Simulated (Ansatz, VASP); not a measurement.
**Two plane-wave programs on Ir**

```xyz
1
Lattice="0.0000 1.9357 1.9357 1.9357 0.0000 1.9357 1.9357 1.9357 0.0000" Properties=species:S:1:pos:R:3 pbc="T T T"
Ir    0.0000    0.0000    0.0000
```

Alike in both runs: task relaxation of cell and atoms; functional PBE; k mesh 18 × 18 × 18; occupations fermi-dirac, width 0.05 eV; no spin polarisation.

```csv
,VASP,Ansatz
version,VASP 6.6.1,Ansatz 0.2.0
potentials or method,"VASP PAW PBE potentials, release 64 (Ir)","PAW with Ansatz's default frozen-core files, scalar-relativistic"
plane-wave cutoff (eV),600,420
valence electrons in the cell,9,17
```

VASP gave:

- relaxed volume (Å³/atom): 14.52
- relaxed cell length with the largest relative difference (Å): 2.738

**Question.** Which values does Ansatz return?

**Answer.** Relaxed volume (Å³/atom): 14.50; relaxed cell length with the largest relative difference (Å): 2.737.

VASP's potentials hold 9 valence electrons a cell and Ansatz's 17, so a difference there can come from the potentials and not from the codes.

Neither program's run includes spin-orbit coupling.
